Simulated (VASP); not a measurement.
# Hf7S: relaxation of cell and atoms with PBE

Hf7S:

```
Hf S
1.0
     3.25735    0.00000    0.00000
    -1.62867    2.82095    0.00000
     0.00000    0.00000   18.81993
Hf S
7 1
Direct
  0.00000 0.00000 0.50000
  0.33333 0.66667 0.36460
  0.66667 0.33333 0.63540
  0.33333 0.66667 0.77265
  0.66667 0.33333 0.90250
  0.33333 0.66667 0.09750
  0.66667 0.33333 0.22735
  0.00000 0.00000 0.00000
```

```yaml
Program: VASP 6.6.1
Task: relaxation of cell and atoms
Functional: PBE
Potentials_or_basis: VASP PAW PBE potentials, release 64 (Hf_pv, S)
Cutoff: 600 eV
k_mesh: 12 × 12 × 2
Occupations: gaussian, width 0.1 eV
Spin: no spin polarisation
Dipole_correction: no
Further_INCAR_settings: ALGO = Normal; EDIFF = 1e-07; IBRION = 2; EDIFFG = -0.01; NSW = 100; ISIF = 3
```

- Relaxed volume: 21.50 Å³/atom
- Relaxed cell: a = 3.260 Å, b = 3.260 Å, c = 18.694 Å, α = 90.00°, β = 90.00°, γ = 120.00°
- Space group after relaxing (to 0.05 Å): P-3m1 (No. 164)
- Energy gained by relaxing: 0.6 meV/atom
- Ionic steps: 9
- Pressure after relaxing: 0.0 GPa
- Largest force after relaxing: 0.008 eV/Å
- Band gap on the k mesh: zero (band 38 reaches 6.25 eV, above the bottom of band 39 at 4.89 eV)

Forces in eV/Å, atoms in the order of the input:
```
Hf   0.000  0.000  0.000
Hf   0.000  0.000  0.004
Hf   0.000  0.000 -0.004
Hf   0.000  0.000 -0.004
Hf   0.000  0.000 -0.008
Hf   0.000  0.000  0.008
Hf   0.000  0.000  0.004
S    0.000  0.000  0.000
```

The path:
```csv
step,energy change (eV),largest force (eV/Å),pressure (GPa),volume (Å³)
1,0.0000,0.0292,-0.64,172.93
2,-0.0016,0.0508,0.82,170.79
3,-0.0039,0.0292,0.18,171.72
4,-0.0048,0.0211,0.01,172.01
5,-0.0048,0.0206,0.00,172.02
6,-0.0048,0.0205,0.00,172.02
7,-0.0048,0.0118,-0.01,172.03
8,-0.0048,0.0104,-0.02,172.03
9,-0.0048,0.0083,-0.02,172.03
```

Final structure:
```
Hf S
1.0
     3.25973    0.00000    0.00000
    -1.62987    2.82301    0.00000
     0.00000    0.00000   18.69385
Hf S
7 1
Direct
  0.00000 0.00000 0.50000
  0.33333 0.66667 0.36467
  0.66667 0.33333 0.63533
  0.33333 0.66667 0.77247
  0.66667 0.33333 0.90266
  0.33333 0.66667 0.09734
  0.66667 0.33333 0.22753
  0.00000 0.00000 0.00000
```

Levels at points of the mesh, in eV from the Fermi level:
```csv
k point,band 35,band 36,band 37,band 38,band 39,band 40,band 41,band 42
"(0.00, 0.00, 0.00)",0.56,0.60,0.60,0.61,0.99,0.99,1.13,1.13
"(0.50, 0.00, 0.00)",-1.06,-0.66,-0.57,0.01,0.30,0.55,0.85,0.98
"(0.00, 0.00, 0.50)",0.54,0.60,0.60,1.01,1.03,1.03,1.07,1.07
"(0.50, 0.00, 0.50)",-1.26,-0.87,-0.33,-0.08,0.31,0.76,0.91,1.01
```

Run time: 24 min on 1 thread of Intel(R) Xeon(R) 6975P-C (Granite Rapids), with other jobs on the host, peak memory 0.53 GiB.

Caveat: spin-orbit coupling is left out, which moves the levels of the heavy elements.
